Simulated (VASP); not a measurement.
# Al (I4/mmm) in VASP: further runs, part 2 of 2

VASP 6.6.1. The steps go on from the part before.

### 4 Single point, r2SCAN (strain -0.025 along x and y, +0.000 along z)

The input, POSCAR:

```
Al
1.0
   -1.5514382228      1.5514382228      1.5912186900
    1.5514382228     -1.5514382228      1.5912186900
    1.5514382228      1.5514382228     -1.5912186900
Al
1
Direct
    0.0000000000      0.0000000000      0.0000000000
```

The input, INCAR.step1:

```
SYSTEM = Al
ALGO = Normal
EDIFF = 1E-4
ENCUT = 520
GGA = PE
ISMEAR = 0
LASPH = .True.
LCHARG = .False.
LREAL = .False.
LWAVE = .True.
NBANDS = 8
NELM = 80
PREC = Accurate
SIGMA = 0.15
```

The input, INCAR.step2:

```
SYSTEM = Al
ALGO = Normal
EDIFF = 1E-6
ENCUT = 520
ISIF = 2
ISMEAR = 0
ISTART = 1
LASPH = .True.
LCHARG = .False.
LMIXTAU = .True.
LREAL = .False.
LWAVE = .False.
METAGGA = R2SCAN
NBANDS = 8
NELM = 80
PREC = Accurate
SIGMA = 0.15
```

The input, KPOINTS:

```
k-points
0
Gamma
  20 20 20
  0 0 0
```

Potentials or basis: VASP PAW PBE potentials, release 64 (Al).

Launch:

```sh
$ cat potpaw_PBE.64/Al/POTCAR > POTCAR
$ cp INCAR.step1 INCAR
$ mpirun -np 1 vasp_std > vasp.out
$ cp INCAR.step2 INCAR
$ mpirun -np 1 vasp_std > vasp.out
```

OUTCAR:

```text
SYSTEM = Al
   EDIFF = 1E-6
   ENCUT = 520
   ISIF = 2
   ISMEAR = 0
   ISTART = 1
   LASPH = .True.
   LREAL = .False.
   METAGGA = R2SCAN
   NELM = 80
   PREC = Accurate

 ion  position               nearest neighbor table
   1  0.000  0.000  0.000-

  LATTYP: Found a body centered tetragonal cell.
 ALAT       =     3.1028764456
 C/A-ratio  =     1.0256410256

  Lattice vectors:

 A1 = (  -1.5514382228,   1.5514382228,   1.5912186900)
 A2 = (   1.5514382228,  -1.5514382228,   1.5912186900)
 A3 = (   1.5514382228,   1.5514382228,  -1.5912186900)

Analysis of symmetry for initial positions (statically):
=====================================================================
 Subroutine PRICEL returns:
 Original cell was already a primitive cell.

 Routine SETGRP: Setting up the symmetry group for a
 body centered tetragonal supercell.

 Subroutine GETGRP returns: Found 16 space group operations
 (whereof 16 operations were pure point group operations)
 out of a pool of 16 trial point group operations.

The static configuration has the point symmetry D_4h.

Analysis of symmetry for dynamics (positions and initial velocities):
=====================================================================
 Subroutine PRICEL returns:
 Original cell was already a primitive cell.

 Routine SETGRP: Setting up the symmetry group for a
 body centered tetragonal supercell.

 Subroutine GETGRP returns: Found 16 space group operations
 (whereof 16 operations were pure point group operations)
 out of a pool of 16 trial point group operations.

The dynamic configuration has the point symmetry D_4h.

 Subroutine INISYM returns: Found 16 space group operations
 (whereof 16 operations are pure point group operations),
 and found     1 'primitive' translations

----------------------------------------------------------------------------------------

                                     Primitive cell

  volume of cell :      15.3200

  direct lattice vectors                    reciprocal lattice vectors
    -1.551438223  1.551438223  1.591218690     0.000000000  0.322281605  0.314224565
     1.551438223 -1.551438223  1.591218690     0.322281605  0.000000000  0.314224565
     1.551438223  1.551438223 -1.591218690     0.322281605  0.322281605  0.000000000

  length of vectors
     2.710331721  2.710331721  2.710331721     0.450113885  0.450113885  0.455775016

  position of ions in fractional coordinates (direct lattice)
     0.000000000  0.000000000  0.000000000

  ion indices of the primitive-cell ions
   primitive index   ion index
                 1           1

----------------------------------------------------------------------------------------

 KPOINTS: k-points

Automatic generation of k-mesh.
 Grid dimensions read from file:
 generate k-points for:   20   20   20

 Generating k-lattice:

  Cartesian coordinates                     Fractional coordinates (reciprocal lattice)
     0.000000000  0.016114080  0.015711228     0.050000000 -0.000000000  0.000000000
     0.016114080  0.000000000  0.015711228    -0.000000000  0.050000000  0.000000000
     0.016114080  0.016114080  0.000000000     0.000000000  0.000000000  0.050000000

  Length of vectors
     0.022505694  0.022505694  0.022788751

  Shift w.r.t. Gamma in fractional coordinates (k-lattice)
     0.000000000  0.000000000  0.000000000

 Subroutine IBZKPT returns following result:
 ===========================================

 Found    641 irreducible k-points:

 Following reciprocal coordinates:
            Coordinates               Weight
  0.000000  0.000000  0.000000      1.000000
  0.050000  0.000000 -0.000000      8.000000
  0.100000  0.000000 -0.000000      8.000000
  0.150000  0.000000 -0.000000      8.000000
  0.200000  0.000000 -0.000000      8.000000
  0.250000  0.000000 -0.000000      8.000000
[... 16 lines left out ...]
 -0.400000  0.050000  0.000000     16.000000
 -0.350000  0.050000  0.000000     16.000000
 [... further k-points ...]
   k-points           NKPTS =    641   k-points in BZ     NKDIM =    641   number of bands    NBANDS=      8
   number of dos      NEDOS =    301   number of ions     NIONS =      1
   total plane-waves  NPLWV =   8000
   dimension x,y,z NGX =    20 NGY =   20 NGZ =   20
   dimension x,y,z NGXF=    40 NGYF=   40 NGZF=   40
   ions per type =               1
   NGX,Y,Z   is equivalent  to a cutoff of  12.27, 12.27, 12.27 a.u.
   NGXF,Y,Z  is equivalent  to a cutoff of  24.54, 24.54, 24.54 a.u.
 SYSTEM =  Al
   PREC   = accura    normal or accurate (medium, high low for compatibility)
   ISTART =      1    job   : 0-new  1-cont  2-samecut
   ICHARG =      0    charge: 1-file 2-atom 10-const
   ISPIN  =      1    spin polarized calculation?
   LNONCOLLINEAR =      F non collinear calculations
   LSORBIT =      F    spin-orbit coupling
   LASPH  =      T    aspherical Exc in radial PAW
   ENCUT  =  520.0 eV  38.22 Ry    6.18 a.u.   5.04  5.04  5.04*2*pi/ulx,y,z
   NELM   =     80;   NELMIN=  2; NELMDL=  0     # of ELM steps
   EDIFF  = 0.1E-05   stopping-criterion for ELM
   LREAL  =      F    real-space projection
   EDIFFG = 0.1E-04   stopping-criterion for IOM
   NSW    =      0    number of steps for IOM
   IBRION =     -1    ionic relax: 0-MD 1-quasi-New 2-CG
   NFREE  =      0    steps in history (QN), initial steepest desc. (CG)
   ISIF   =      2    stress and relaxation
   ISYM   =      2    0-nonsym 1-usesym 2-fastsym
   POTIM  = 0.5000    time-step for ionic-motion
   TEBEG  =    0.0;   TEEND  =   0.0 temperature during run
   PSTRESS=    0.0 pullay stress
   NELECT =       3.0000    total number of electrons
   NUPDOWN=      -1.0000    fix difference up-down
   EMIN   =  10.00;   EMAX   =-10.00  energy-range for DOS
   EFERMI =   0.00;   METHOD = LEGACY
   ISMEAR =     0;   SIGMA  =   0.15  broadening in eV -4-tet -1-fermi 0-gaus
   EFERMI_NEDOS =   21; number of points for ismear=-14 and -15
   IALGO  =     38    algorithm
   IMIX   =      4    mixing-type and parameters
     AMIX     =   0.40;   BMIX     =  1.00
     AMIX_MAG =   1.60;   BMIX_MAG =  1.00
  volume/ion in A,a.u.               =      15.32       103.38
  Fermi-wavevector in a.u.,A,eV,Ry     =   0.950668  1.796502 12.296538  0.903770
  Thomas-Fermi vector in A             =   2.079066
   LORBIT       =      0    0 simple, 1 ext, 2 COOP (PROOUT), +10 PAW based schemes
   METAGGA = R2SCAN    functional components
   LHFCALC =     F    Hartree Fock is set to
   AEXX    =    0.0000 exact exchange contribution
   IVDW    =     0    specifies the selected vdW correction
   LEPSILON=     F    determine dielectric tensor
   LRPA    =     F    only Hartree local field effects (RPA)
 non-spin polarized calculation
 Gauss-broadening in eV      SIGMA  =   0.15
  energy-cutoff  :      520.00
  volume of cell :       15.32
 maximum number of plane-waves:       426
   NGX = 11   NGY = 11   NGZ = 11

 number of electron       3.0000000 magnetization

 Free energy of the ion-electron system (eV)
  ---------------------------------------------------
  ext. energy  EPLUGINS =         0.00000000
  ---------------------------------------------------
  free energy    TOTEN  =        -6.61544733 eV

  energy without entropy =       -6.61069619  energy(sigma->0) =       -6.61307176

 E-fermi :   8.8361     XC(G=0): -11.1968

 val. band max:        8.8248065354   @ k =  -0.1500   0.4000   0.1000
 cond. band min:       8.8512637497   @ k =  -0.3500  -0.4000   0.1500
 fundamental gap:      0.0264572143
 Fermi energy:         8.8360548536

 k-point     1 :       0.0000    0.0000    0.0000
  band No.  band energies     occupation
      1      -3.5663      2.00000
      2      23.1241      0.00000
      3      23.1241      0.00000
      4      23.7815      0.00000
      5      25.7416      0.00000
      6      26.0028      0.00000
      7      26.0028      0.00000
      8      26.2870      0.00000
[... 243 lines left out ...]
 k-point    24 :      -0.3500    0.0500    0.0000
  band No.  band energies     occupation
      1      -0.1720      2.00000
      2      10.3938      0.00000
      3      17.7699      0.00000
      4      19.0739      0.00000
      5      21.6783      0.00000
      6      23.2526      0.00000
      7      28.0630      0.00000
      8      31.0079      0.00000

 [... further k-points ...]

------------------------ aborting loop because EDIFF is reached ----------------------------------------

  FORCE on cell =-STRESS in cart. coord.  units (eV):
  Direction    XX          YY          ZZ          XY          YZ          ZX
  --------------------------------------------------------------------------------------
  -------------------------------------------------------------------------------------
  Total        0.4078797      0.4078797      0.5749666      0.0000000      0.0000000      0.0000000
  in kB       42.6563614     42.6563614     60.1304394      0.0000000      0.0000000      0.0000000
  external PRESSURE =      48.4810541 kB  Pullay stress =       0.0000000 kB

 VOLUME and BASIS-vectors are now :
 -----------------------------------------------------------------------------
  energy-cutoff  :      520.00
  volume of cell :       15.32
      direct lattice vectors                 reciprocal lattice vectors
    -1.551438223  1.551438223  1.591218690     0.000000000  0.322281605  0.314224565
     1.551438223 -1.551438223  1.591218690     0.322281605  0.000000000  0.314224565
     1.551438223  1.551438223 -1.591218690     0.322281605  0.322281605  0.000000000

 POSITION                                       TOTAL-FORCE (eV/Angst)
 -----------------------------------------------------------------------------------
      0.00000      0.00000      0.00000         0.000000      0.000000      0.000000
 -----------------------------------------------------------------------------------
    total drift:                                0.000000      0.000000      0.000000

  FREE ENERGIE OF THE ION-ELECTRON SYSTEM (eV)
  ---------------------------------------------------
  free  energy   TOTEN  =        -6.6154473283 eV

  energy  without entropy=       -6.6106961920  energy(sigma->0) =       -6.61307176
```

It took 1.7 min on 1 thread of Intel Xeon 6975P-C (Granite Rapids), shared host; peak memory 0.17 GiB.

Results:

```yaml
Free_energy: -6.6154 eV
Pressure: 4.8 GPa
```

Caveat: the cell differs from its parent crystal (strain -0.025 along x and y, +0.000 along z); the PAW data sets were made with another functional, which shifts forces and pressure a little.

### 5 Single point, r2SCAN (strain +0.000 along x and y, -0.025 along z)

The input, POSCAR:

```
Al
1.0
   -1.5912186900      1.5912186900      1.5514382228
    1.5912186900     -1.5912186900      1.5514382228
    1.5912186900      1.5912186900     -1.5514382228
Al
1
Direct
    0.0000000000      0.0000000000      0.0000000000
```

The input, INCAR.step1:

```
PREC = Accurate ; ENCUT = 520
ISMEAR = 0 ; SIGMA = 0.15
LREAL = F ; LASPH = T
NELM = 80 ; NBANDS = 8
GGA = PE ; ALGO = Normal
EDIFF = 1E-4 ; LWAVE = T
LCHARG = F
```

The input, INCAR.step2:

```
PREC = Accurate ; ENCUT = 520
EDIFF = 1E-6 ; ISMEAR = 0
SIGMA = 0.15 ; LREAL = F
LASPH = T ; NELM = 80
ALGO = Normal ; ISIF = 2
LWAVE = F ; LCHARG = F
METAGGA = R2SCAN ; LMIXTAU = T
NBANDS = 8 ; ISTART = 1
```

The input, KPOINTS:

```
regular mesh
0
Gamma
  20 20 20
```

Launch:

```sh
$ cat potpaw_PBE.64/Al/POTCAR > POTCAR
$ cp INCAR.step1 INCAR
$ mpirun -np 1 vasp_std > vasp.out
$ cp INCAR.step2 INCAR
$ mpirun -np 1 vasp_std > vasp.out
```

It took 80 s on 1 thread of Intel Xeon 6975P-C (Granite Rapids), shared host; peak memory 0.17 GiB.

The run converged. Its results:

* Free energy: -6.6241 eV
* Pressure: 2.4 GPa

Stress tensor (GPa, compression positive):
```
2.88 0.00 0.00
0.00 2.88 0.00
0.00 0.00 1.38
```

Levels at points of the mesh, in eV from the Fermi level:
| k point | band 1 | band 2 | band 3 | band 4 | band 5 | band 6 |
| --- | --- | --- | --- | --- | --- | --- |
| (0.00, 0.00, 0.00) | -12.21 | 13.91 | 14.57 | 14.57 | 16.55 | 16.55 |
| (0.50, 0.00, 0.00) | -4.85 | -3.98 | 8.61 | 9.05 | 10.77 | 12.62 |
| (0.50, 0.50, 0.00) | -5.00 | -4.23 | 9.20 | 9.60 | 11.45 | 12.88 |
| (0.50, 0.50, 0.50) | 1.84 | 1.84 | 2.63 | 2.73 | 3.00 | 7.16 |

Caveat: the cell differs from its parent crystal (strain +0.000 along x and y, -0.025 along z); the PAW data sets were made with another functional, which shifts forces and pressure a little.

### 6 Single point, r2SCAN (strain -0.025 along x and y, +0.025 along z)

The input, POSCAR:

```
Al
1.0
   -1.5514382228      1.5514382228      1.6309991572
    1.5514382228     -1.5514382228      1.6309991572
    1.5514382228      1.5514382228     -1.6309991572
Al
1
Direct
    0.0000000000      0.0000000000      0.0000000000
```

The input, INCAR.step1:

```
SYSTEM = Al
  ALGO = Normal
  EDIFF = 1E-4
  ENCUT = 520
  GGA = PE
  ISMEAR = 0
  LASPH = .TRUE.
  LCHARG = .FALSE.
  LREAL = .FALSE.
  LWAVE = .TRUE.
  NBANDS = 8
  NELM = 100
  PREC = Accurate
  SIGMA = 0.15
```

The input, INCAR.step2:

```
SYSTEM = Al
  ALGO = Normal
  EDIFF = 1E-6
  ENCUT = 520
  ISIF = 2
  ISMEAR = 0
  ISTART = 1
  LASPH = .TRUE.
  LCHARG = .TRUE.
  LELF = .TRUE.
  LMIXTAU = .TRUE.
  LREAL = .FALSE.
  LVHAR = .TRUE.
  LWAVE = .FALSE.
  METAGGA = R2SCAN
  NBANDS = 8
  NELM = 100
  PREC = Accurate
  SIGMA = 0.15
```

The input, KPOINTS:

```
k-points
0
G
  20 20 20
  0 0 0
```

Potentials or basis: VASP PAW PBE potentials, release 64 (Al).

Launch:

```sh
$ cat potpaw_PBE.64/Al/POTCAR > POTCAR
$ cp INCAR.step1 INCAR
$ mpirun -np 1 vasp_std > vasp.out
$ cp INCAR.step2 INCAR
$ mpirun -np 1 vasp_std > vasp.out
```

Run time: 2.1 min. Hardware: 1 thread of Intel Xeon 6975P-C, shared host; peak memory 0.18 GiB.

Results (log left out):

- Free energy: -6.6273 eV
- Pressure: 2.4 GPa

Stress tensor (GPa, compression positive):
```
1.48 0.00 0.00
0.00 1.48 0.00
0.00 0.00 4.12
```

Levels at points of the mesh, in eV from the Fermi level:
```
           k point  band 1  band 2  band 3  band 4
(0.00, 0.00, 0.00)  -12.22   13.96   13.96   15.22
(0.50, 0.00, 0.00)   -5.00   -4.22    9.20    9.61
(0.50, 0.50, 0.00)   -4.71   -3.74    8.07    8.56
(0.50, 0.50, 0.50)    1.10    2.45    2.62    2.62
```

Caveat: the cell differs from its parent crystal (strain -0.025 along x and y, +0.025 along z); the PAW data sets were made with another functional, which shifts forces and pressure a little.

### 7 The runs side by side

| cell | gap on the mesh (eV) | pressure (GPa) |
| --- | --- | --- |
| a = 2.664 Å, angles 108.8, 108.8, 110.9°, 1 atom | none | 10.7 |
| a = 2.711 Å, angles 108.1, 108.1, 112.2°, 1 atom | none | 5.0 |
| a = 2.710 Å, angles 110.2, 110.2, 108.1°, 1 atom | none | 4.8 |
| a = 2.733 Å, angles 108.8, 108.8, 110.8°, 1 atom | none | 2.4 |
| a = 2.734 Å, angles 110.8, 110.8, 106.7°, 1 atom | none | 2.4 |

Alike in all rows: task single point; level r2SCAN; potentials or basis VASP PAW PBE potentials, release 64 (Al); no spin polarisation; k mesh 20 × 20 × 20; cutoff (eV) 520; smearing gaussian 0.15 eV.

Caveats: the PAW data sets were made with another functional, which shifts forces and pressure a little.

Absolute energies hang on the potentials; compare differences alone.
